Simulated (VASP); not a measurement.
# Se in VASP: a series of runs, part 2 of 2

VASP 6.6.1. The steps go on from the part before.

## 4. Single point, PBEsol (volume scaled by 0.96)

Contents of INCAR:

```
SYSTEM = Se
PREC = Accurate ; ENCUT = 520
EDIFF = 1E-6 ; ISMEAR = -1
SIGMA = 0.05 ; LREAL = .False.
LASPH = .True. ; NELM = 100
ALGO = Normal ; ISIF = 2
LWAVE = .False. ; LCHARG = .False.
GGA = PS ; NBANDS = 16
```

Contents of KPOINTS:

```
Automatic mesh
0
Gamma
  7 7 6
  0 0 0
```

Contents of POSCAR:

```
Se
1.0
    4.3071900636      0.0000000000      0.0000000000
   -2.1535950318      3.7301360140      0.0000000000
    0.0000000000      0.0000000000      4.8866512526
Se
3
Direct
    0.7746000000      0.7746000000      0.0000000000
    0.0000000000      0.2254000000      0.6666666667
    0.2254000000      0.0000000000      0.3333333333
```

Started as:

```console
$ cat potpaw_PBE.64/Se/POTCAR > POTCAR
$ mpirun -np 1 vasp_std > vasp.out
```

Wall time 40 s (1 thread of Intel Xeon Platinum 8488C (Sapphire Rapids), shared host); peak memory 0.19 GiB.

The run converged. Its results:

```
Free energy            : -11.4532 eV
Pressure               : 3.0 GPa
Largest force          : 0.789 eV/Å
Band gap on the k mesh : 1.10 eV, indirect (least direct gap 1.48 eV)
```

Forces in eV/Å, atoms in the order of the input:
```
Se  -0.395 -0.684  0.000
Se  -0.395  0.684  0.000
Se   0.789  0.000  0.000
```

Stress tensor (GPa, compression positive):
```
1.92 0.00 0.00
0.00 1.92 0.00
0.00 0.00 5.02
```

Levels at points of the mesh, in eV from the valence-band top:
| k point | band 6 | band 7 | band 8 | band 9 | band 10 | band 11 | band 12 | band 13 |
| --- | --- | --- | --- | --- | --- | --- | --- | --- |
| (0.00, 0.00, 0.00) | -3.99 | -2.25 | -2.25 | -0.48 | 1.89 | 1.89 | 2.12 | 6.04 |
| (0.00, 0.00, 0.50) | -3.56 | -1.72 | -1.72 | -1.24 | 1.10 | 1.10 | 1.21 | 5.99 |

Caveat: the cell differs from its parent crystal (volume scaled by 0.96); the PAW data sets were made with another functional, which shifts forces and pressure a little. A k mesh can miss the band edges.

## 5. Single point, PBEsol (atoms moved at random)

Contents of INCAR:

```
PREC = Accurate
ENCUT = 520
EDIFF = 1E-7
ISMEAR = -1
SIGMA = 0.05
LREAL = False
LASPH = True
NELM = 80
ALGO = Normal
ISIF = 2
LWAVE = False
LCHARG = False
GGA = PS
NBANDS = 16
```

Contents of KPOINTS:

```
Automatic mesh
0
Gamma
  7 7 6
```

Contents of POSCAR:

```
Se
1.0
    4.3662000000      0.0000000000      0.0000000000
   -2.1831000000      3.7812401180      0.0000000000
    0.0000000000      0.0000000000      4.9536000000
Se
3
Direct
    0.7789440000      0.7780360000      0.0026320000
    0.0091810000      0.2360590000      0.6578350000
    0.2278140000      0.0017800000      0.3273810000
```

Started as:

```console
$ cat potpaw_PBE.64/Se/POTCAR > POTCAR
$ mpirun -np 1 vasp_std > vasp.out
```

Run time: 2.3 min. Hardware: 1 thread of Intel Xeon Platinum 8488C (Sapphire Rapids), shared host; peak memory 0.29 GiB.

The run converged. Its results:

```
Free energy            : -11.4744 eV
Pressure               : 0.1 GPa
Largest force          : 0.588 eV/Å
Band gap on the k mesh : 0.85 eV, indirect (least direct gap 1.27 eV)
```

Forces in eV/Å, atoms in the order of the input:
```
Se  -0.268 -0.151 -0.501
Se  -0.174  0.055  0.325
Se   0.442  0.096  0.176
```

Stress tensor (GPa, compression positive):
```
 0.25  0.25  0.50
 0.25 -0.98  1.33
 0.50  1.33  1.17
```

Levels at points of the mesh, in eV from the valence-band top:
| k point | band 6 | band 7 | band 8 | band 9 | band 10 | band 11 | band 12 | band 13 |
| --- | --- | --- | --- | --- | --- | --- | --- | --- |
| (0.00, 0.00, 0.00) | -3.79 | -2.19 | -2.07 | -0.49 | 1.59 | 1.83 | 2.09 | 5.91 |
| (0.00, 0.00, 0.50) | -3.40 | -1.68 | -1.63 | -1.19 | 0.85 | 1.09 | 1.28 | 6.09 |

Caveat: the cell differs from its parent crystal (atoms moved at random); the PAW data sets were made with another functional, which shifts forces and pressure a little.

## 6. Single point, PBE exchange alone, non-collinear spin, zero start, spin-orbit coupling

This run uses another cell than the first one, of 27.26 Å³/atom, 0.980 times its volume.

Contents of INCAR:

```
PREC = Accurate ; ENCUT = 520
EDIFF = 1E-6 ; ISMEAR = -1
SIGMA = 0.1 ; LREAL = F
LASPH = T ; NELM = 150
ALGO = Normal ; ISIF = 2
LWAVE = F ; LCHARG = T
MAGMOM = 0 0 0 0 0 0 0 0 0 ; LORBIT = 11
LSORBIT = T ; GGA_COMPAT = F
LORBMOM = T ; GGA = PE
ALDAC = 0.0 ; AGGAC = 0.0
LVHAR = T ; NBANDS = 31
```

Contents of KPOINTS:

```
regular mesh
0
Gamma
  7 7 6
```

Contents of POSCAR:

```
Se
1.0
    4.3662000000      0.0000000000      0.0000000000
   -2.1831000000      3.7812401180      0.0000000000
    0.0000000000      0.0000000000      4.9536000000
Se
3
Direct
    0.7746000000      0.7746000000      0.0000000000
    0.0000000000      0.2254000000      0.6666666667
    0.2254000000      0.0000000000      0.3333333333
```

Potentials or basis: VASP PAW PBE potentials, release 64 (Se).

Started as:

```console
$ cat potpaw_PBE.64/Se/POTCAR > POTCAR
$ mpirun -np 1 vasp_ncl > vasp.out
```

It took 3.7 min on 1 thread of Oxide Virtual Turin-like, shared host; peak memory 0.44 GiB.

The run converged. Its results:

```yaml
Free_energy: -7.2672 eV
Pressure: 11.5 GPa
Largest_force: 1.106 eV/Å
Net_moment: 0.00 μB per cell
Valence_electrons_inside_the_program's_atomic_spheres: Se 3.77
```

Forces in eV/Å, atoms in the order of the input:
```
Se  -0.553 -0.958  0.000
Se  -0.553  0.958  0.000
Se   1.106  0.000  0.000
```

Stress tensor (GPa, compression positive):
```
10.18  0.00  0.00
 0.00 10.18  0.00
 0.00  0.00 14.29
```

Moments on the atoms (μB; x, y, z):
```
Se  0.00 0.00 0.00
Se  0.00 0.00 0.00
Se  0.00 0.00 0.00
```

Caveat: forces of over 1 eV/Å act on the atoms, so gaps and moduli don't describe the material at rest.

## 7. Summary

| level | spin | cell | k mesh | smearing | gap on the mesh (eV) | pressure (GPa) | largest force (eV/Å) |
| --- | --- | --- | --- | --- | --- | --- | --- |
| PBEsol | off | a = 4.395, b = 4.395, c = 4.986 Å, angles 90.0, 90.0, 120.0°, 3 atoms | 7 × 7 × 6 | fermi-dirac 0.05 eV | 1.15 | -0.7 | 0.13 |
| PBEsol | off | a = 4.366, b = 4.366, c = 4.954 Å, angles 90.0, 90.0, 120.0°, 3 atoms | 4 × 4 × 4 | fermi-dirac 0.03 eV | 1.13 | 0.4 | 0.33 |
| PBEsol | off | a = 4.307, b = 4.307, c = 4.887 Å, angles 90.0, 90.0, 120.0°, 3 atoms | 7 × 7 × 6 | fermi-dirac 0.05 eV | 1.10 | 3.0 | 0.79 |
| PBEsol | off | a = 4.366, b = 4.366, c = 4.954 Å, angles 90.0, 90.0, 120.0°, 3 atoms | 7 × 7 × 6 | fermi-dirac 0.05 eV | 0.85 | 0.1 | 0.59 |
| PBE exchange alone | non-collinear, zero start, SOC | a = 4.366, b = 4.366, c = 4.954 Å, angles 90.0, 90.0, 120.0°, 3 atoms | 7 × 7 × 6 | fermi-dirac 0.1 eV | - | 11.5 | 1.11 |

Some of these runs hold the atoms at other places in the same cell, which the table doesn't show; runs alike in all that it shows share one row.

Alike in all rows: task single point; potentials or basis VASP PAW PBE potentials, release 64 (Se); cutoff (eV) 520.

Caveats: the PAW data sets were made with another functional, which shifts forces and pressure a little (some runs); forces of over 1 eV/Å act on the atoms, so gaps and moduli don't describe the material at rest (some runs).

Total energies depend on the potentials used, so only differences within one code and one set of settings carry meaning.
